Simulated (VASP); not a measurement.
# ZnSe3 (P6_3/mmc) in VASP: notebook

The runs below take ZnSe3 through single point, relaxation of cell and atoms, with PBE.

All numbers are computed with VASP 6.6.1; they aren't measurements. Logs are shortened: lines on timing, memory, paths and dates and some standing lists are left out, and cuts for length are marked.

### Step 1. The cell of the first run

The structure is hexagonal, space group P6_3/mmc (No. 194). Conventional cell: a = 6.234 Å, b = 6.234 Å, c = 6.010 Å, α = 90.00°, β = 90.00°, γ = 120.00°. Within 2.8 Å of Zn (site symmetry -6m2) lie 3 Se at 2.14 Å. Se (site symmetry mm2) has 1 Zn at 2.14 Å and 2 Se at 2.52 Å within 2.8 Å.

The cell was generated, and may not be a known phase.

### Step 2. Single point, PBE

INCAR

```
PREC = Accurate
ENCUT = 500
EDIFF = 1E-6
ISMEAR = 0
SIGMA = 0.1
LREAL = False
LASPH = True
NELM = 120
ALGO = Normal
ISIF = 2
LWAVE = False
LCHARG = False
GGA = PE
NBANDS = 40
GGA_COMPAT = False
```

KPOINTS

```
regular mesh
0
Gamma
  3 3 4
```

POSCAR

```
ZnSe3
1.0
    6.2336664500      0.0000000000      0.0000000000
   -3.1168332300      5.3985135000      0.0000000000
    0.0000000000      0.0000000000      6.0101209100
Zn Se
2 6
Direct
    0.3333333300      0.6666666700      0.7500000000
    0.6666666700      0.3333333300      0.2500000000
    0.8652034000      0.7304067900      0.2500000000
    0.2695932100      0.1347966000      0.2500000000
    0.8652034000      0.1347966000      0.2500000000
    0.1347966000      0.2695932100      0.7500000000
    0.7304067900      0.8652034000      0.7500000000
    0.1347966000      0.8652034000      0.7500000000
```

Potentials or basis: VASP PAW PBE potentials, release 64 (Zn, Se).

Run with:

```sh
> cat potpaw_PBE.64/Zn/POTCAR potpaw_PBE.64/Se/POTCAR > POTCAR
> mpirun -np 1 vasp_std > vasp.out
```

OUTCAR:

```text
PREC = Accurate
   ENCUT = 500
   EDIFF = 1E-6
   ISMEAR = 0
   LREAL = False
   LASPH = True
   NELM = 120
   ISIF = 2
   GGA = PE

 ion  position               nearest neighbor table
   1  0.333  0.667  0.750-   6 2.14   7 2.14   8 2.14
   2  0.667  0.333  0.250-   3 2.14   4 2.14   5 2.14
   3  0.865  0.730  0.250-   2 2.14   4 2.52   5 2.52
   4  0.270  0.135  0.250-   2 2.14   3 2.52   5 2.52
   5  0.865  0.135  0.250-   2 2.14   3 2.52   4 2.52
   6  0.135  0.270  0.750-   1 2.14   7 2.52   8 2.52
   7  0.730  0.865  0.750-   1 2.14   6 2.52   8 2.52
   8  0.135  0.865  0.750-   1 2.14   6 2.52   7 2.52

  LATTYP: Found a hexagonal cell.
 ALAT       =     6.2336664500
 C/A-ratio  =     0.9641389956

  Lattice vectors:

 A1 = (   6.2336664500,   0.0000000000,   0.0000000000)
 A2 = (  -3.1168332300,   5.3985135000,   0.0000000000)
 A3 = (   0.0000000000,   0.0000000000,   6.0101209100)

Analysis of symmetry for initial positions (statically):
=====================================================================
 Subroutine PRICEL returns:
 Original cell was already a primitive cell.

 Routine SETGRP: Setting up the symmetry group for a
 hexagonal supercell.

 Subroutine GETGRP returns: Found 24 space group operations
 (whereof 12 operations were pure point group operations)
 out of a pool of 24 trial point group operations.

The static configuration has the point symmetry D_3d.
 The point group associated with its full space group is D_6h.

Analysis of symmetry for dynamics (positions and initial velocities):
=====================================================================
 Subroutine PRICEL returns:
 Original cell was already a primitive cell.

 Routine SETGRP: Setting up the symmetry group for a
 hexagonal supercell.

 Subroutine GETGRP returns: Found 24 space group operations
 (whereof 12 operations were pure point group operations)
 out of a pool of 24 trial point group operations.

The dynamic configuration has the point symmetry D_3d.
 The point group associated with its full space group is D_6h.

 Subroutine INISYM returns: Found 24 space group operations
 (whereof 12 operations are pure point group operations),
 and found     1 'primitive' translations

----------------------------------------------------------------------------------------

                                     Primitive cell

  volume of cell :     202.2558

  direct lattice vectors                    reciprocal lattice vectors
     6.233666450  0.000000000  0.000000000     0.160419234  0.092618088  0.000000000
    -3.116833230  5.398513500  0.000000000     0.000000000  0.185236177  0.000000000
     0.000000000  0.000000000  6.010120910     0.000000000  0.000000000  0.166386004

  length of vectors
     6.233666450  6.233666449  6.010120910     0.185236177  0.185236177  0.166386004

  position of ions in fractional coordinates (direct lattice)
     0.333333330  0.666666670  0.750000000
     0.666666670  0.333333330  0.250000000
     0.865203400  0.730406790  0.250000000
     0.269593210  0.134796600  0.250000000
     0.865203400  0.134796600  0.250000000
     0.134796600  0.269593210  0.750000000
     0.730406790  0.865203400  0.750000000
     0.134796600  0.865203400  0.750000000

  ion indices of the primitive-cell ions
   primitive index   ion index
                 1           1
                 2           2
                 3           3
                 4           4
                 5           5
                 6           6
                 7           7
                 8           8

----------------------------------------------------------------------------------------

 KPOINTS: regular mesh

Automatic generation of k-mesh.
 Grid dimensions read from file:
 generate k-points for:    3    3    4

 Generating k-lattice:

  Cartesian coordinates                     Fractional coordinates (reciprocal lattice)
     0.053473078  0.030872696  0.000000000     0.333333333  0.000000000  0.000000000
     0.000000000  0.061745392  0.000000000     0.000000000  0.333333333  0.000000000
     0.000000000  0.000000000  0.041596501     0.000000000  0.000000000  0.250000000

  Length of vectors
     0.061745392  0.061745392  0.041596501

  Shift w.r.t. Gamma in fractional coordinates (k-lattice)
     0.000000000  0.000000000  0.000000000

 Subroutine IBZKPT returns following result:
 ===========================================

 Found      9 irreducible k-points:

 Following reciprocal coordinates:
            Coordinates               Weight
  0.000000  0.000000  0.000000      1.000000
  0.333333  0.000000  0.000000      6.000000
  0.333333  0.333333  0.000000      2.000000
  0.000000  0.000000  0.250000      2.000000
  0.333333  0.000000  0.250000     12.000000
  0.333333  0.333333  0.250000      4.000000
  0.000000  0.000000  0.500000      1.000000
  0.333333  0.000000  0.500000      6.000000
  0.333333  0.333333  0.500000      2.000000
   k-points           NKPTS =      9   k-points in BZ     NKDIM =      9   number of bands    NBANDS=     40
   number of dos      NEDOS =    301   number of ions     NIONS =      8
   total plane-waves  NPLWV = 110592
   dimension x,y,z NGX =    48 NGY =   48 NGZ =   48
   dimension x,y,z NGXF=    96 NGYF=   96 NGZF=   96
   ions per type =               2   6
   NGX,Y,Z   is equivalent  to a cutoff of  12.80, 12.80, 13.28 a.u.
   NGXF,Y,Z  is equivalent  to a cutoff of  25.60, 25.60, 26.55 a.u.
 SYSTEM =  unknown system
   PREC   = accura    normal or accurate (medium, high low for compatibility)
   ISTART =      0    job   : 0-new  1-cont  2-samecut
   ICHARG =      2    charge: 1-file 2-atom 10-const
   ISPIN  =      1    spin polarized calculation?
   LNONCOLLINEAR =      F non collinear calculations
   LSORBIT =      F    spin-orbit coupling
   LASPH  =      T    aspherical Exc in radial PAW
   ENCUT  =  500.0 eV  36.75 Ry    6.06 a.u.  11.37 11.37 10.96*2*pi/ulx,y,z
   NELM   =    120;   NELMIN=  2; NELMDL= -5     # of ELM steps
   EDIFF  = 0.1E-05   stopping-criterion for ELM
   LREAL  =      F    real-space projection
   EDIFFG = 0.1E-04   stopping-criterion for IOM
   NSW    =      0    number of steps for IOM
   IBRION =     -1    ionic relax: 0-MD 1-quasi-New 2-CG
   NFREE  =      0    steps in history (QN), initial steepest desc. (CG)
   ISIF   =      2    stress and relaxation
   ISYM   =      2    0-nonsym 1-usesym 2-fastsym
   POTIM  = 0.5000    time-step for ionic-motion
   TEBEG  =    0.0;   TEEND  =   0.0 temperature during run
   PSTRESS=    0.0 pullay stress
   NELECT =      60.0000    total number of electrons
   NUPDOWN=      -1.0000    fix difference up-down
   EMIN   =  10.00;   EMAX   =-10.00  energy-range for DOS
   EFERMI =   0.00;   METHOD = LEGACY
   ISMEAR =     0;   SIGMA  =   0.10  broadening in eV -4-tet -1-fermi 0-gaus
   EFERMI_NEDOS =   21; number of points for ismear=-14 and -15
   IALGO  =     38    algorithm
   IMIX   =      4    mixing-type and parameters
     AMIX     =   0.40;   BMIX     =  1.00
     AMIX_MAG =   1.60;   BMIX_MAG =  1.00
  volume/ion in A,a.u.               =      25.28       170.61
  Fermi-wavevector in a.u.,A,eV,Ry     =   1.091838  2.063275 16.219648  1.192111
  Thomas-Fermi vector in A             =   2.228092
   LORBIT       =      0    0 simple, 1 ext, 2 COOP (PROOUT), +10 PAW based schemes
   GGA     = PE    functional components
   LHFCALC =     F    Hartree Fock is set to
   AEXX    =    0.0000 exact exchange contribution
   IVDW    =     0    specifies the selected vdW correction
   LEPSILON=     F    determine dielectric tensor
   LRPA    =     F    only Hartree local field effects (RPA)
 non-spin polarized calculation
 Gauss-broadening in eV      SIGMA  =   0.10
  energy-cutoff  :      500.00
  volume of cell :      202.26
 maximum number of plane-waves:      5157
 NGX is ok and might be reduce to    48
   NGX = 23   NGY = 23   NGZ = 21

 number of electron      59.9999987 magnetization

 Free energy of the ion-electron system (eV)
  ---------------------------------------------------
  ext. energy  EPLUGINS =         0.00000000
  ---------------------------------------------------
  free energy    TOTEN  =       -16.66845294 eV

  energy without entropy =      -16.61726630  energy(sigma->0) =      -16.64285962

 E-fermi :   2.2990     XC(G=0):  -8.8383

 val. band max:        2.2949074808   @ k =   0.3333   0.3333   0.0000
 cond. band min:       2.3713426218   @ k =   0.3333   0.0000   0.2500
 fundamental gap:      0.0764351410
 Fermi energy:         2.2989525418

 k-point     1 :       0.0000    0.0000    0.0000
  band No.  band energies     occupation
      1     -13.4515      2.00000
      2     -12.3495      2.00000
      3     -10.4523      2.00000
      4     -10.4523      2.00000
      5      -9.8130      2.00000
      6      -9.8130      2.00000
[... 32 lines left out ...]
     39       7.0426      0.00000
     40       8.7626      0.00000

 k-point     2 :       0.3333    0.0000    0.0000
  band No.  band energies     occupation
      1     -13.3054      2.00000
      2     -12.1952      2.00000
      3     -10.8780      2.00000
      4     -10.4756      2.00000
      5     -10.2388      2.00000
      6      -9.8040      2.00000
[... 32 lines left out ...]
     39       7.8443      0.00000
     40       9.5035      0.00000

 k-point     3 :       0.3333    0.3333    0.0000
  band No.  band energies     occupation
      1     -13.2194      2.00000
      2     -12.0959      2.00000
      3     -10.9084      2.00000
      4     -10.9084      2.00000
      5     -10.0067      2.00000
      6     -10.0067      2.00000
[... 32 lines left out ...]
     39       8.5918      0.00000
     40       8.9173      0.00000

 k-point     4 :       0.0000    0.0000    0.2500
  band No.  band energies     occupation
      1     -13.3163      2.00000
      2     -12.5443      2.00000
      3     -10.3649      2.00000
      4     -10.3649      2.00000
      5      -9.9131      2.00000
      6      -9.9131      2.00000
[... 32 lines left out ...]
     39       8.0189      0.00000
     40       8.8968      0.00000

 k-point     5 :       0.3333    0.0000    0.2500
  band No.  band energies     occupation
      1     -13.1693      2.00000
      2     -12.3914      2.00000
      3     -10.7913      2.00000
      4     -10.3847      2.00000
      5     -10.3395      2.00000
      6      -9.9104      2.00000
[... 32 lines left out ...]
     39       8.1921      0.00000
     40       9.5103      0.00000

 k-point     6 :       0.3333    0.3333    0.2500
  band No.  band energies     occupation
      1     -13.0821      2.00000
      2     -12.2955      2.00000
      3     -10.8489      2.00000
      4     -10.8489      2.00000
      5     -10.0810      2.00000
      6     -10.0810      2.00000
[... 32 lines left out ...]
     39       8.6826      0.00000
     40       9.4125      0.00000

 k-point     7 :       0.0000    0.0000    0.5000
  band No.  band energies     occupation
      1     -12.9590      2.00000
      2     -12.9590      2.00000
      3     -10.1455      2.00000
      4     -10.1455      2.00000
      5     -10.1455      2.00000
      6     -10.1455      2.00000
[... 32 lines left out ...]
     39       9.0641      0.00000
     40       9.0641      0.00000

 k-point     8 :       0.3333    0.0000    0.5000
  band No.  band energies     occupation
      1     -12.8094      2.00000
      2     -12.8094      2.00000
      3     -10.5723      2.00000
      4     -10.5723      2.00000
      5     -10.1553      2.00000
      6     -10.1553      2.00000
[... 32 lines left out ...]
     39       8.9932      0.00000
     40       8.9932      0.00000

 k-point     9 :       0.3333    0.3333    0.5000
  band No.  band energies     occupation
      1     -12.7188      2.00000
      2     -12.7188      2.00000
      3     -10.7753      2.00000
      4     -10.7753      2.00000
      5     -10.1695      2.00000
      6     -10.1695      2.00000
[... 32 lines left out ...]
     39       8.8577      0.00000
     40       8.8577      0.00000

------------------------ aborting loop because EDIFF is reached ----------------------------------------

  FORCE on cell =-STRESS in cart. coord.  units (eV):
  Direction    XX          YY          ZZ          XY          YZ          ZX
  --------------------------------------------------------------------------------------
  -------------------------------------------------------------------------------------
  Total       30.9045971     30.9045971      4.2768408     -0.0000000     -0.0000000      0.0000000
  in kB      244.8120032    244.8120028     33.8791653     -0.0000002     -0.0000000      0.0000000
  external PRESSURE =     174.5010571 kB  Pullay stress =       0.0000000 kB

 VOLUME and BASIS-vectors are now :
 -----------------------------------------------------------------------------
  energy-cutoff  :      500.00
  volume of cell :      202.26
      direct lattice vectors                 reciprocal lattice vectors
     6.233666450  0.000000000  0.000000000     0.160419234  0.092618088  0.000000000
    -3.116833230  5.398513500  0.000000000     0.000000000  0.185236177  0.000000000
     0.000000000  0.000000000  6.010120910     0.000000000  0.000000000  0.166386004

 POSITION                                       TOTAL-FORCE (eV/Angst)
 -----------------------------------------------------------------------------------
     -0.00000      3.59901      4.50759         0.000000      0.000000      0.000000
      3.11683      1.79950      1.50253         0.000000      0.000000      0.000000
      3.11683      3.94311      1.50253        -0.000000      0.621988      0.000000
      1.26042      0.72770      1.50253        -0.538657     -0.310994     -0.000000
      4.97325      0.72770      1.50253         0.538657     -0.310994      0.000000
     -0.00000      1.45540      4.50759         0.000000     -0.621988      0.000000
      1.85642      4.67081      4.50759         0.538657      0.310994      0.000000
     -1.85642      4.67081      4.50759        -0.538657      0.310994      0.000000
 -----------------------------------------------------------------------------------
    total drift:                               -0.000010      0.000006      0.000000

  FREE ENERGIE OF THE ION-ELECTRON SYSTEM (eV)
  ---------------------------------------------------
  free  energy   TOTEN  =       -16.6684529394 eV

  energy  without entropy=      -16.6172662982  energy(sigma->0) =      -16.64285962
```

It took 55 s on 1 thread of Intel Xeon Platinum 8559C (Emerald Rapids), shared host; peak memory 0.34 GiB.

Results:

| Item | Value |
| --- | --- |
| Free energy | -16.6685 eV |
| Pressure | 17.5 GPa |
| Largest force | 0.622 eV/Å |
| Band gap on the k mesh | zero (bands 30 and 31 overlap by 1.94 eV) |

Forces in eV/Å, atoms in the order of the input:
```
Zn   0.000  0.000  0.000
Zn   0.000  0.000  0.000
Se   0.000  0.622  0.000
Se  -0.539 -0.311  0.000
Se   0.539 -0.311  0.000
Se   0.000 -0.622  0.000
Se   0.539  0.311  0.000
Se  -0.539  0.311  0.000
```

Stress tensor (GPa, compression positive):
```
24.48  0.00  0.00
 0.00 24.48  0.00
 0.00  0.00  3.39
```

Caveat: the k points lie up to 0.39 Å⁻¹ apart, too coarse for converged energies and pressures of a metal.

(Part 1 of 2 ends here.)

The gap in the log of VASP goes by the Fermi energy; the results here count the filled bands.